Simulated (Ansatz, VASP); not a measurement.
**AlRu: VASP beside Ansatz**

The input INCAR:

```
PREC = Accurate
ENCUT = 520
EDIFF = 1E-7
ISMEAR = 0
SIGMA = 0.15
LREAL = F
LASPH = T
NELM = 60
ALGO = Fast
ISIF = 2
LWAVE = F
LCHARG = T
GGA = PE
LELF = T
LVHAR = T
NBANDS = 16
```

File KPOINTS:

```
regular mesh
0
Gamma
  16 16 16
```

Contents of POSCAR:

```
AlRu
1.0
    2.9916000000      0.0000000000      0.0000000000
    0.0000000000      2.9916000000      0.0000000000
    0.0000000000      0.0000000000      3.0215160000
Al Ru
1 1
Direct
    0.0000000000      0.0000000000      0.0000000000
    0.5000000000      0.5000000000      0.5000000000
```

Input for Ansatz:

```yaml
crystal:
  lattice:
    - [2.9916, 0.0, 0.0]
    - [0.0, 2.9916, 0.0]
    - [0.0, 0.0, 3.021516]
  atoms:
    - { symbol: Al, position: [0.0, 0.0, 0.0] }
    - { symbol: Ru, position: [0.5, 0.5, 0.5] }
basis:
  ecutwfc: 420
kpoints:
  mp_grid: { grid: [16, 16, 16] }
hamiltonian:
  xc: pbe
scf:
  occupations: { method: gaussian, width: 0.15 }
output:
  forces: true
  stress: true
  eigenvalues: true
```

Change from the starting cell: strain +0.0100 x Voigt [0, 0, 1, 0, 0, 0], atoms carried along.

Alike in both runs: task single point; functional PBE; k mesh 16 × 16 × 16; occupations gaussian, width 0.15 eV; no spin polarisation.

```csv
,VASP,Ansatz
version,VASP 6.6.1,Ansatz 0.2.0
potentials or method,"VASP PAW PBE potentials, release 64 (Al, Ru_pv), cutoff 520 eV","scalar-relativistic, plane waves, PAW"
valence electrons in the cell,17,19
```

|  | VASP | Ansatz | Ansatz less VASP |
| --- | --- | --- | --- |
| gap on the k mesh at the Fermi level (eV) | none | none | - |
| pressure (GPa) | 0.5 | 0.5 | +0.04 |
| traceless stress, the component that is largest in VASP (GPa) | -1.10 | -1.10 | 0.000 |

A gap of «none» marks a metal or a gap that the smearing closes. With one functional, cell and mesh, what is left measures potentials, basis and numerics. VASP's potentials hold 17 valence electrons a cell and Ansatz's 19, so a difference there can come from the potentials and not from the codes.
